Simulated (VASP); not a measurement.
Here is a VASP 6.6.1 calculation.

The input INCAR:

```
ALGO = Normal ; EDIFF = 1E-6
ENCUT = 520 ; GGA = PE
ISIF = 2 ; ISMEAR = 0
ISYM = 0 ; IVDW = 13
LASPH = T ; LCHARG = F
LREAL = F ; LWAVE = F
NBANDS = 16 ; NELM = 60
PREC = Accurate ; SIGMA = 0.01
```

Contents of KPOINTS:

```
Automatic mesh
0
Gamma
  6 6 6
  0.5 0.5 0.5
```

File POSCAR:

```
ZnS
1.0
   -0.0011835407      2.6879885235      2.6879885235
    2.6879885235     -0.0011835407      2.6879885235
    2.6879885235      2.6879885235     -0.0011835407
Zn S
1 1
Direct
    0.2500276703      0.2500276703      0.2500276703
   -0.0000276703     -0.0000276703     -0.0000276703
```

Potentials or basis: VASP PAW PBE potentials, release 64 (Zn, S).

Run with:

```console
$ cat potpaw_PBE.64/Zn/POTCAR potpaw_PBE.64/S/POTCAR > POTCAR
$ mpirun -np 1 vasp_std > vasp.out
```

Q: Predict the pressure.

A: 0.2 GPa.

Q: What does it give for the band gap on the k mesh?

A: 2.72 eV.

Q: What does it give for the dispersion energy per atom?

A: -0.311 eV.

Caveat: a shifted mesh leaves out Γ, where band edges can lie. A k mesh can miss the band edges.
